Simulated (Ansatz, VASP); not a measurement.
This is a calculation of WC for Ansatz 0.2.0.

File input.yaml:

```yaml
crystal:
  lattice:
    - [1.64034611, -2.1180379, 0.0]
    - [1.64034611, 2.1180379, 0.0]
    - [0.0, 0.0, 4.3094211]
  atoms:
    - { symbol: W, position: [0.5, 0.5, 0.5] }
    - { symbol: C, position: [0.0, 0.0, 0.0] }
hamiltonian:
  xc: blyp
  pseudopotentials: { kind: paw }
  dispersion: d3bj
kpoints:
  mp_grid: { grid: [10, 10, 6] }
scf:
  occupations: { method: fermi_dirac, width: 0.05 }
output:
  forces: true
  stress: true
  eigenvalues: true
relax:
  f_tol: 0.01
  max_steps: 40
  cell: { stress_tol: 0.05 }
```

Potentials or basis: Ansatz PAW.

Launch:

```bash
$ ansatz run input.yaml --threads 2 --pin off --max-ram 5632MiB --backend cpu --events-out ev --progress --plain --runs-dir out
```

Problem. Set up the same calculation for VASP 6.6.1. Potentials there: VASP PAW PBE potentials, release 64 (W_sv, C).

Solution. As run (the cutoff follows the program's own potentials):

File INCAR:

```
SYSTEM = WC
PREC = Accurate ; ENCUT = 600
EDIFF = 1E-6 ; ISMEAR = -1
SIGMA = 0.05 ; LREAL = .FALSE.
LASPH = .TRUE. ; NELM = 100
ALGO = Normal ; ISIF = 3
LWAVE = .FALSE. ; LCHARG = .FALSE.
GGA = B5 ; ALDAX = 1.0
AGGAX = 1.0 ; AGGAC = 1.0
ALDAC = 0.0 ; IVDW = 12
VDW_S6 = 1.0 ; VDW_S8 = 2.6996
VDW_A1 = 0.4298 ; VDW_A2 = 4.2359
IBRION = 2 ; NSW = 60
EDIFFG = -0.01
```

File KPOINTS:

```
Automatic mesh
0
G
  10 10 6
  0 0 0
```

POSCAR

```
WC
1.0
    1.6403461100     -2.1180379000      0.0000000000
    1.6403461100      2.1180379000      0.0000000000
    0.0000000000      0.0000000000      4.3094211000
W C
1 1
Direct
    0.5000000000      0.5000000000      0.5000000000
    0.0000000000      0.0000000000      0.0000000000
```

Potentials or basis: VASP PAW PBE potentials, release 64 (W_sv, C).

The run is started by

```console
$ cat potpaw_PBE.64/W_sv/POTCAR potpaw_PBE.64/C/POTCAR > POTCAR
$ mpirun -np 1 vasp_std > vasp.out
```

Both were run:

|  | VASP | Ansatz | Ansatz less VASP |
| --- | --- | --- | --- |
| gap on the k mesh at the Fermi level, each at its own relaxed structure (eV) | none | none | - |
| relaxed volume (Å³/atom) | 11.69 | 11.66 | -0.036 |
| relaxed length of the cell vector where the two differ most in proportion (Å) | 3.022 | 3.015 | -0.0075 |

VASP's potentials were made for PBE, not for BLYP. A gap of «none» marks a metal or a gap that the smearing closes.

Neither program's run includes spin-orbit coupling. Noted on VASP's run: the volume moved by over 15 % at a fixed basis, so the end points are rough. Noted on Ansatz's run: the volume moved by over 15 % at a fixed basis, so the end points are rough; the plane-wave basis is chosen anew once the cell has moved, so the energies of steps on either side of that aren't comparable.
